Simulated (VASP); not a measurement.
# LiNbO3 (R3c) in VASP: a series of runs, part 3 of 3

VASP 6.6.1. Earlier steps stand in the parts before.

## Step 5: Single point, PBE (volume 11.596 Å^3 an atom, c/a of the conventional cell 2.5327)

Contents of INCAR:

```
  ALGO = Normal
  EDIFF = 1E-7
  ENCUT = 520
  GGA = PE
  ISIF = 2
  ISMEAR = 0
  LASPH = True
  LCHARG = False
  LREAL = False
  LWAVE = False
  NBANDS = 45
  NELM = 100
  PREC = Accurate
  SIGMA = 0.05
```

Contents of KPOINTS:

```
k-points
0
Gamma
  6 6 6
```

Contents of POSCAR:

```
LiNbO3
1.0
    2.7065020733      1.5625997006      4.5698385340
   -2.7065020733      1.5625997006      4.5698385340
    0.0000000000     -3.1251994011      4.5698385340
Li Nb O
2 2 6
Direct
    0.2815913687      0.2815913687      0.2815913687
    0.7815913687      0.7815913687      0.7815913687
    0.0004900497      0.0004900497      0.0004900497
    0.5004900497      0.5004900497      0.5004900497
    0.1104619503      0.3580262714      0.7211003599
    0.7211003599      0.1104619503      0.3580262714
    0.3580262714      0.7211003599      0.1104619503
    0.2211003599      0.8580262714      0.6104619503
    0.8580262714      0.6104619503      0.2211003599
    0.6104619503      0.2211003599      0.8580262714
```

Potentials or basis: VASP PAW PBE potentials, release 64 (Li_sv, Nb_sv, O).

Launch:

```console
> cat potpaw_PBE.64/Li_sv/POTCAR potpaw_PBE.64/Nb_sv/POTCAR potpaw_PBE.64/O/POTCAR > POTCAR
> mpirun -np 1 vasp_std > vasp.out
```

OUTCAR:

```text
EDIFF = 1E-7
   ENCUT = 520
   GGA = PE
   ISIF = 2
   ISMEAR = 0
   LASPH = True
   LREAL = False
   NELM = 100
   PREC = Accurate

 ion  position               nearest neighbor table
   1  0.282  0.282  0.282-  10 2.16   8 2.16   9 2.16
   2  0.782  0.782  0.782-   6 2.16   7 2.16   5 2.16
   3  0.000  0.000  0.000-   6 1.94   5 1.94   7 1.94   8 2.19   9 2.19  10 2.19
   4  0.500  0.500  0.500-  10 1.94   9 1.94   8 1.94   7 2.19   5 2.19   6 2.19
   5  0.110  0.358  0.721-   3 1.94   2 2.16   4 2.19
   6  0.721  0.110  0.358-   3 1.94   2 2.16   4 2.19
   7  0.358  0.721  0.110-   3 1.94   2 2.16   4 2.19
   8  0.221  0.858  0.610-   4 1.94   1 2.16   3 2.19
   9  0.858  0.610  0.221-   4 1.94   1 2.16   3 2.19
  10  0.610  0.221  0.858-   4 1.94   1 2.16   3 2.19

  LATTYP: Found a trigonal (rhomboedric) cell.
 ALAT       =     5.5362709041
 COS(alpha) =     0.5220174326

  Lattice vectors:

 A1 = (   2.7065020733,   1.5625997006,   4.5698385340)
 A2 = (  -2.7065020733,   1.5625997006,   4.5698385340)
 A3 = (   0.0000000000,  -3.1251994011,   4.5698385340)

Analysis of symmetry for initial positions (statically):
=====================================================================
 Subroutine PRICEL returns:
 Original cell was already a primitive cell.

 Routine SETGRP: Setting up the symmetry group for a
 trigonal (rhombohedral) supercell.

 Subroutine GETGRP returns: Found  6 space group operations
 (whereof  3 operations were pure point group operations)
 out of a pool of 12 trial point group operations.

The static configuration has the point symmetry C_3 .
 The point group associated with its full space group is C_3v.

Analysis of symmetry for dynamics (positions and initial velocities):
=====================================================================
 Subroutine PRICEL returns:
 Original cell was already a primitive cell.

 Routine SETGRP: Setting up the symmetry group for a
 trigonal (rhombohedral) supercell.

 Subroutine GETGRP returns: Found  6 space group operations
 (whereof  3 operations were pure point group operations)
 out of a pool of 12 trial point group operations.

The dynamic configuration has the point symmetry C_3 .
 The point group associated with its full space group is C_3v.

 Subroutine INISYM returns: Found  6 space group operations
 (whereof  3 operations are pure point group operations),
 and found     1 'primitive' translations

----------------------------------------------------------------------------------------

                                     Primitive cell

  volume of cell :     115.9600

  direct lattice vectors                    reciprocal lattice vectors
     2.706502073  1.562599701  4.569838534     0.184740298  0.106659861  0.072942037
    -2.706502073  1.562599701  4.569838534    -0.184740298  0.106659861  0.072942037
     0.000000000 -3.125199401  4.569838534     0.000000000 -0.213319722  0.072942037

  length of vectors
     5.536270904  5.536270904  5.536270904     0.225445879  0.225445879  0.225445879

  position of ions in fractional coordinates (direct lattice)
[... 74 lines left out ...]
  0.500000  0.500000  0.166667      6.000000
 -0.333333  0.500000  0.166667     12.000000
 [... further k-points ...]
   k-points           NKPTS =     32   k-points in BZ     NKDIM =     32   number of bands    NBANDS=     45
   number of dos      NEDOS =    301   number of ions     NIONS =     10
   total plane-waves  NPLWV =  74088
   dimension x,y,z NGX =    42 NGY =   42 NGZ =   42
   dimension x,y,z NGXF=    84 NGYF=   84 NGZF=   84
   ions per type =               2   2   6
   NGX,Y,Z   is equivalent  to a cutoff of  12.61, 12.61, 12.61 a.u.
   NGXF,Y,Z  is equivalent  to a cutoff of  25.22, 25.22, 25.22 a.u.
 SYSTEM =  unknown system
   PREC   = accura    normal or accurate (medium, high low for compatibility)
   ISTART =      0    job   : 0-new  1-cont  2-samecut
   ICHARG =      2    charge: 1-file 2-atom 10-const
   ISPIN  =      1    spin polarized calculation?
   LNONCOLLINEAR =      F non collinear calculations
   LSORBIT =      F    spin-orbit coupling
   LASPH  =      T    aspherical Exc in radial PAW
   ENCUT  =  520.0 eV  38.22 Ry    6.18 a.u.  10.29 10.29 10.29*2*pi/ulx,y,z
   NELM   =    100;   NELMIN=  2; NELMDL= -5     # of ELM steps
   EDIFF  = 0.1E-06   stopping-criterion for ELM
   LREAL  =      F    real-space projection
   EDIFFG = 0.1E-05   stopping-criterion for IOM
   NSW    =      0    number of steps for IOM
   IBRION =     -1    ionic relax: 0-MD 1-quasi-New 2-CG
   NFREE  =      0    steps in history (QN), initial steepest desc. (CG)
   ISIF   =      2    stress and relaxation
   ISYM   =      2    0-nonsym 1-usesym 2-fastsym
   POTIM  = 0.5000    time-step for ionic-motion
   TEBEG  =    0.0;   TEEND  =   0.0 temperature during run
   PSTRESS=    0.0 pullay stress
   NELECT =      68.0000    total number of electrons
   NUPDOWN=      -1.0000    fix difference up-down
   EMIN   =  10.00;   EMAX   =-10.00  energy-range for DOS
   EFERMI =   0.00;   METHOD = LEGACY
   ISMEAR =     0;   SIGMA  =   0.05  broadening in eV -4-tet -1-fermi 0-gaus
   EFERMI_NEDOS =   21; number of points for ismear=-14 and -15
   IALGO  =     38    algorithm
   IMIX   =      4    mixing-type and parameters
     AMIX     =   0.40;   BMIX     =  1.00
     AMIX_MAG =   1.60;   BMIX_MAG =  1.00
  volume/ion in A,a.u.               =      11.60        78.25
  Fermi-wavevector in a.u.,A,eV,Ry     =   1.370277  2.589448 25.547106  1.877659
  Thomas-Fermi vector in A             =   2.496078
   LORBIT       =      0    0 simple, 1 ext, 2 COOP (PROOUT), +10 PAW based schemes
   GGA     = PE    functional components
   LHFCALC =     F    Hartree Fock is set to
   AEXX    =    0.0000 exact exchange contribution
   IVDW    =     0    specifies the selected vdW correction
   LEPSILON=     F    determine dielectric tensor
   LRPA    =     F    only Hartree local field effects (RPA)
 non-spin polarized calculation
 Gauss-broadening in eV      SIGMA  =   0.05
  energy-cutoff  :      520.00
  volume of cell :      115.96
 maximum number of plane-waves:      3138
 NGX is ok and might be reduce to    42
   NGX = 21   NGY = 21   NGZ = 21

 number of electron      68.0000007 magnetization

 Free energy of the ion-electron system (eV)
  ---------------------------------------------------
  ext. energy  EPLUGINS =         0.00000000
  ---------------------------------------------------
  free energy    TOTEN  =       -79.58233559 eV

  energy without entropy =      -79.58233559  energy(sigma->0) =      -79.58233559

 E-fermi :   3.0840     XC(G=0): -10.3712

 val. band max:        2.8165488482   @ k =   0.1667   0.1667   0.1667
 cond. band min:       5.9969452250   @ k =   0.5000   0.3333   0.0000
 fundamental gap:      3.1803963768
 Fermi energy:         3.0840354950

 k-point     1 :       0.0000    0.0000    0.0000
  band No.  band energies     occupation
      1     -51.7560      2.00000
      2     -51.7465      2.00000
      3     -40.0486      2.00000
      4     -40.0470      2.00000
      5     -27.8927      2.00000
      6     -27.8927      2.00000
[... 1141 lines left out ...]
     44      11.4377      0.00000
     45      12.5411      0.00000

 [... further k-points ...]

------------------------ aborting loop because EDIFF is reached ----------------------------------------

  FORCE on cell =-STRESS in cart. coord.  units (eV):
  Direction    XX          YY          ZZ          XY          YZ          ZX
  --------------------------------------------------------------------------------------
  -------------------------------------------------------------------------------------
  Total      -11.7035257    -11.7035257     -3.1453039     -0.0000000     -0.0000000      0.0000000
  in kB     -161.7033766   -161.7033766    -43.4575245     -0.0000000     -0.0000000      0.0000000
  external PRESSURE =    -122.2880926 kB  Pullay stress =       0.0000000 kB

 VOLUME and BASIS-vectors are now :
 -----------------------------------------------------------------------------
  energy-cutoff  :      520.00
  volume of cell :      115.96
      direct lattice vectors                 reciprocal lattice vectors
     2.706502073  1.562599701  4.569838534     0.184740298  0.106659861  0.072942037
    -2.706502073  1.562599701  4.569838534    -0.184740298  0.106659861  0.072942037
     0.000000000 -3.125199401  4.569838534     0.000000000 -0.213319722  0.072942037

 POSITION                                       TOTAL-FORCE (eV/Angst)
 -----------------------------------------------------------------------------------
      0.00000      0.00000      3.86048        -0.000000     -0.000000     -0.083129
      0.00000      0.00000     10.71524        -0.000000     -0.000000     -0.083129
      0.00000      0.00000      0.00672        -0.000000      0.000000      0.594037
      0.00000      0.00000      6.86148        -0.000000      0.000000      0.594037
     -0.67003     -1.52152      5.43623         0.661389     -0.593664     -0.170303
      1.65269      0.18050      5.43623         0.183434      0.869612     -0.170303
     -0.98266      1.34103      5.43623        -0.844823     -0.275948     -0.170303
     -1.72384     -0.22157      7.72115         0.844823     -0.275948     -0.170303
      0.67003      1.60368      7.72115        -0.661389     -0.593664     -0.170303
      1.05381     -1.38210      7.72115        -0.183434      0.869612     -0.170303
 -----------------------------------------------------------------------------------
    total drift:                                0.000000      0.000001      0.000524

  FREE ENERGIE OF THE ION-ELECTRON SYSTEM (eV)
  ---------------------------------------------------
  free  energy   TOTEN  =       -79.5823355861 eV

  energy  without entropy=      -79.5823355861  energy(sigma->0) =      -79.58233559
```

Wall time 3.3 min (1 thread of Intel Xeon Platinum 8488C (Sapphire Rapids), shared host); peak memory 0.33 GiB.

Results:

| Item | Value |
| --- | --- |
| Free energy | -79.5823 eV |
| Largest force | 0.905 eV/Å |
| Band gap on the k mesh | 3.18 eV, indirect (least direct gap 3.26 eV) |

Forces on the atoms (eV/Å):
```
Li   0.000  0.000 -0.083
Li   0.000  0.000 -0.083
Nb   0.000  0.000  0.594
Nb   0.000  0.000  0.594
O    0.661 -0.594 -0.170
O    0.183  0.870 -0.170
O   -0.845 -0.276 -0.170
O    0.845 -0.276 -0.170
O   -0.661 -0.594 -0.170
O   -0.183  0.870 -0.170
```

Levels at points of the mesh, in eV from the valence-band top:
```csv
k point,band 32,band 33,band 34,band 35,band 36,band 37
"(0.00, 0.00, 0.00)",-0.37,-0.01,-0.01,3.25,3.25,3.47
"(0.50, 0.00, 0.00)",-0.24,-0.14,-0.14,3.46,3.46,4.17
"(0.50, 0.50, 0.00)",-0.53,-0.47,-0.20,3.27,3.69,4.07
"(0.50, 0.50, 0.50)",-0.34,-0.34,-0.34,3.97,3.97,4.29
```

Caveat: the cutoff is under 1.25 times the usual one of these potentials, so pressure, stress and relaxed cells hold a basis-set (Pulay) error. A k mesh can miss the band edges.

## Step 6: Single point, PBE (volume 11.422 Å^3 an atom, c/a of the conventional cell 2.6153)

Contents of INCAR:

```
SYSTEM = LiNbO3
PREC = Accurate
ENCUT = 520
EDIFF = 1E-7
ISMEAR = 0
SIGMA = 0.05
LREAL = .FALSE.
LASPH = .TRUE.
NELM = 80
ALGO = Normal
ISIF = 2
LWAVE = .FALSE.
LCHARG = .FALSE.
GGA = PE
NBANDS = 45
```

Contents of KPOINTS:

```
Automatic mesh
0
G
  6 6 6
  0 0 0
```

POSCAR, as its differences from that of step 5:

```diff
@@ -2,5 +2,5 @@
 1.0
-    2.7065020733      1.5625997006      4.5698385340
-   -2.7065020733      1.5625997006      4.5698385340
-    0.0000000000     -3.1251994011      4.5698385340
+    2.6642425458      1.5382011510      4.6451956867
+   -2.6642425458      1.5382011510      4.6451956867
+    0.0000000000     -3.0764023020      4.6451956867
 Li Nb O
```

Potentials or basis: VASP PAW PBE potentials, release 64 (Li_sv, Nb_sv, O).

Launch:

```console
> cat potpaw_PBE.64/Li_sv/POTCAR potpaw_PBE.64/Nb_sv/POTCAR potpaw_PBE.64/O/POTCAR > POTCAR
> mpirun -np 1 vasp_std > vasp.out
```

OUTCAR:

```text
SYSTEM = LiNbO3
   PREC = Accurate
   ENCUT = 520
   EDIFF = 1E-7
   ISMEAR = 0
   LREAL = .FALSE.
   LASPH = .TRUE.
   NELM = 80
   ISIF = 2
   GGA = PE

 ion  position               nearest neighbor table
   1  0.282  0.282  0.282-   8 2.13  10 2.13   9 2.13
   2  0.782  0.782  0.782-   7 2.13   6 2.13   5 2.13
   3  0.000  0.000  0.000-   5 1.92   6 1.92   7 1.92   9 2.19   8 2.19  10 2.19
   4  0.500  0.500  0.500-   9 1.92  10 1.92   8 1.92   5 2.19   7 2.19   6 2.19
   5  0.110  0.358  0.721-   3 1.92   2 2.13   4 2.19
   6  0.721  0.110  0.358-   3 1.92   2 2.13   4 2.19
   7  0.358  0.721  0.110-   3 1.92   2 2.13   4 2.19
   8  0.221  0.858  0.610-   4 1.92   1 2.13   3 2.19
   9  0.858  0.610  0.221-   4 1.92   1 2.13   3 2.19
  10  0.610  0.221  0.858-   4 1.92   1 2.13   3 2.19

  LATTYP: Found a trigonal (rhomboedric) cell.
 ALAT       =     5.5715432415
 COS(alpha) =     0.5426733569

  Lattice vectors:

 A1 = (   2.6642425458,   1.5382011510,   4.6451956867)
[... 204 lines left out ...]
  band No.  band energies     occupation
      1     -51.5447      2.00000
      2     -51.5344      2.00000
      3     -39.8654      2.00000
      4     -39.8636      2.00000
      5     -27.7200      2.00000
      6     -27.7200      2.00000
[... 1141 lines left out ...]
     44      11.7425      0.00000
     45      12.8158      0.00000

 [... further k-points ...]

------------------------ aborting loop because EDIFF is reached ----------------------------------------

  FORCE on cell =-STRESS in cart. coord.  units (eV):
  Direction    XX          YY          ZZ          XY          YZ          ZX
  --------------------------------------------------------------------------------------
  -------------------------------------------------------------------------------------
  Total       -8.1741401     -8.1741401     -3.5663685      0.0000000     -0.0000000      0.0000000
  in kB     -114.6596211   -114.6596211    -50.0258688      0.0000000     -0.0000000      0.0000000
  external PRESSURE =     -93.1150370 kB  Pullay stress =       0.0000000 kB

 VOLUME and BASIS-vectors are now :
 -----------------------------------------------------------------------------
  energy-cutoff  :      520.00
  volume of cell :      114.22
      direct lattice vectors                 reciprocal lattice vectors
     2.664242546  1.538201151  4.645195687     0.187670601  0.108351672  0.071758728
    -2.664242546  1.538201151  4.645195687    -0.187670601  0.108351672  0.071758728
     0.000000000 -3.076402302  4.645195687     0.000000000 -0.216703344  0.071758728

 POSITION                                       TOTAL-FORCE (eV/Angst)
 -----------------------------------------------------------------------------------
      0.00000      0.00000      3.92414         0.000000      0.000000     -0.035447
      0.00000      0.00000     10.89193         0.000000      0.000000     -0.035447
      0.00000      0.00000      0.00683         0.000000      0.000000      0.455079
      0.00000      0.00000      6.97462         0.000000      0.000000      0.455079
     -0.65957     -1.49777      5.52587         0.465325     -0.451683     -0.139877
      1.62689      0.17768      5.52587         0.158507      0.628825     -0.139877
     -0.96732      1.32009      5.52587        -0.623832     -0.177142     -0.139877
     -1.69693     -0.21811      7.84847         0.623832     -0.177142     -0.139877
      0.65957      1.57864      7.84847        -0.465325     -0.451683     -0.139877
      1.03735     -1.36052      7.84847        -0.158507      0.628825     -0.139877
 -----------------------------------------------------------------------------------
    total drift:                                0.000000      0.000000     -0.000006

  FREE ENERGIE OF THE ION-ELECTRON SYSTEM (eV)
  ---------------------------------------------------
  free  energy   TOTEN  =       -79.8377157578 eV

  energy  without entropy=      -79.8377157578  energy(sigma->0) =      -79.83771576
```

Wall time 8 min (1 thread of AMD EPYC 7R13 (Zen 3), shared host); peak memory 0.29 GiB.

What came out:

* Free energy: -79.8377 eV
* Largest force: 0.663 eV/Å
* Band gap on the k mesh: 3.31 eV, indirect (least direct gap 3.36 eV)

Forces in eV/Å, atoms in the order of the input:
```
Li   0.000  0.000 -0.035
Li   0.000  0.000 -0.035
Nb   0.000  0.000  0.455
Nb   0.000  0.000  0.455
O    0.465 -0.452 -0.140
O    0.159  0.629 -0.140
O   -0.624 -0.177 -0.140
O    0.624 -0.177 -0.140
O   -0.465 -0.452 -0.140
O   -0.159  0.629 -0.140
```

Caveat: the cutoff is under 1.25 times the usual one of these potentials, so pressure, stress and relaxed cells hold a basis-set (Pulay) error. A k mesh can miss the band edges.

## Step 7: Overview

```csv
cell,gap on the mesh (eV),largest force (eV/Å)
"a = 5.600 Å, angles 57.1°, 10 atoms",3.24,0.83
"a = 5.809 Å, angles 53.0°, 10 atoms",3.25,0.69
"a = 5.736 Å, angles 54.4°, 10 atoms",3.28,0.69
"a = 5.536 Å, angles 58.5°, 10 atoms",3.18,0.90
"a = 5.572 Å, angles 57.1°, 10 atoms",3.31,0.66
```

Alike in all rows: task single point; level PBE; potentials or basis VASP PAW PBE potentials, release 64 (Li_sv, Nb_sv, O); no spin polarisation; k mesh 6 × 6 × 6; cutoff (eV) 520; smearing gaussian 0.05 eV.

Caveats: the cutoff is under 1.25 times the usual one of these potentials, so pressure, stress and relaxed cells hold a basis-set (Pulay) error.

Total energies depend on the potentials used, so only differences within one code and one set of settings carry meaning.
